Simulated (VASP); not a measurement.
This VASP 6.6.1 run on Sn needs a look.

File POSCAR:

```
Sn
1.0
   -1.8946518192      1.8946518192      1.8946518192
    1.8946518192     -1.8946518192      1.8946518192
    1.8946518192      1.8946518192     -1.8946518192
Sn
1
Direct
    0.0000000000      0.0000000000      0.0000000000
```

The input INCAR.step1:

```
GGA      = PS             # functional
ISMEAR   = 1              # smearing method
SIGMA    = 0.1            # smearing width, eV
LWAVE    = F              # write WAVECAR
LCHARG   = T              # write CHGCAR
NBANDS   = 21             # bands
PREC     = Accurate       # precision mode
LASPH    = T              # aspherical terms in the spheres
LREAL    = F              # projectors in reciprocal space
ALGO     = Normal         # electronic algorithm
EDIFF    = 1E-6           # SCF threshold, eV
NELM     = 120            # most SCF steps
GGA_COMPAT= F            
ENCUT    = 280            # plane-wave cutoff, eV
```

File KPOINTS.step1:

```
k-points
0
Gamma
  11 11 11
```

The input INCAR.step2:

```
GGA      = PS             # functional
ISMEAR   = -5             # smearing method
LWAVE    = F              # write WAVECAR
LCHARG   = F              # write CHGCAR
NBANDS   = 21             # bands
PREC     = Accurate       # precision mode
LASPH    = T              # aspherical terms in the spheres
LREAL    = F              # projectors in reciprocal space
ALGO     = Normal         # electronic algorithm
EDIFF    = 1E-6           # SCF threshold, eV
NELM     = 81             # most SCF steps
GGA_COMPAT= F            
ENCUT    = 280            # plane-wave cutoff, eV
NEDOS    = 2001           # points of the DOS
LORBIT   = 11             # projections on sites
EMIN     = -9.0491      
EMAX     = 15.9509      
ICHARG   = 11             # starting density
```

File KPOINTS.step2:

```
Automatic mesh
0
Gamma
  1 1 1
  0 0 0
```

Potentials or basis: VASP PAW PBE potentials, release 64 (Sn_d).

Run with:

```bash
$ cat potpaw_PBE.64/Sn_d/POTCAR > POTCAR
$ cp INCAR.step1 INCAR
$ cp KPOINTS.step1 KPOINTS
$ mpirun -np 1 vasp_std > vasp.out
$ cp INCAR.step2 INCAR
$ cp KPOINTS.step2 KPOINTS
$ mpirun -np 1 vasp_std > vasp.out
```

OUTCAR:

```text
GGA = PS
   ISMEAR = -5
   PREC = Accurate
   LASPH = T
   LREAL = F
   EDIFF = 1E-6
   NELM = 81
   ENCUT = 280
   LORBIT = 11
   EMIN = -9.0491
   ICHARG = 11

|       ---->  I REFUSE TO CONTINUE WITH THIS SICK JOB ... BYE!!! <----       |
|                                                                             |
 -----------------------------------------------------------------------------
```

On the terminal:

```text
POSCAR found type information on POSCAR Sn
 POSCAR found :  1 types and       1 ions
[... 25 lines left out ...]

1
```

Task: Diagnose the run.

Result: The input was rejected before any iteration. The input holds a flaw that was put in on purpose: tetrahedra on too few k points (KPAR = left out; k = 1 × 1 × 1).

A sound run on the same cell differs in these lines of the main input:
```diff
@@ -11 +11 @@
-NELM     = 81             # most SCF steps
+NELM     = 120            # most SCF steps
```
